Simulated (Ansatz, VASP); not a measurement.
# EuO: VASP beside Ansatz

```xyz
2
Lattice="0.0000 2.5720 2.5720 2.5720 0.0000 2.5720 2.5720 2.5720 0.0000" Properties=species:S:1:pos:R:3 pbc="T T T"
Eu    2.5720    2.5720    2.5720
O     0.0000    0.0000    0.0000
```

Alike in both runs: task single point; functional LDA; k mesh 10 × 10 × 10; occupations gaussian, width 0.05 eV; no spin polarisation; Hubbard terms Eu f U = 6.0 eV.

|  | VASP | Ansatz |
| --- | --- | --- |
| version | VASP 6.6.1 | Ansatz 0.2.0 |
| potentials or method | VASP PAW PBE potentials, release 64 (Eu, O), cutoff 600 eV | scalar-relativistic, plane waves, PAW |
| valence electrons in the cell | 23 | 23 |

|  | VASP | Ansatz | Ansatz less VASP |
| --- | --- | --- | --- |
| gap on the k mesh at the Fermi level (eV) | none | none | - |
| pressure (GPa) | -20.9 | -21.2 | -0.22 |

VASP's potentials were made for PBE, not for LDA. LDA's correlation is that of Perdew and Zunger in VASP and of Perdew and Wang (1992) in Ansatz. The programs project onto different local orbitals, so the same U acts differently, and such runs can settle in different states. A gap of «none» marks a metal or a gap that the smearing closes. Ansatz's warnings: filled band counts differ across k points.

Neither program's run includes spin-orbit coupling.
